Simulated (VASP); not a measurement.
Input of a VASP 6.6.1 run:

INCAR

```
ALGO = Normal
EDIFF = 1E-7
ENCUT = 520
ISIF = 2
ISMEAR = -1
LASPH = True
LCHARG = False
LREAL = False
LWAVE = False
NBANDS = 12
NELM = 80
PREC = Accurate
SIGMA = 0.1
```

File KPOINTS:

```
k-points
0
Gamma
  15 15 15
```

File POSCAR:

```
Ga
1.0
    0.0000000000      2.1270926638      2.1270926638
    2.1270926638      0.0000000000      2.1270926638
    2.1270926638      2.1270926638      0.0000000000
Ga
1
Direct
    0.0000000000      0.0000000000      0.0000000000
```

Potentials or basis: VASP PAW LDA potentials, release 64 (Ga_d).

Launch:

```sh
$ cat potpaw_LDA.64/Ga_d/POTCAR > POTCAR
$ mpirun -np 1 vasp_std > vasp.out
```

(1) Predict the pressure.

Answers

(1) -5.8 GPa.
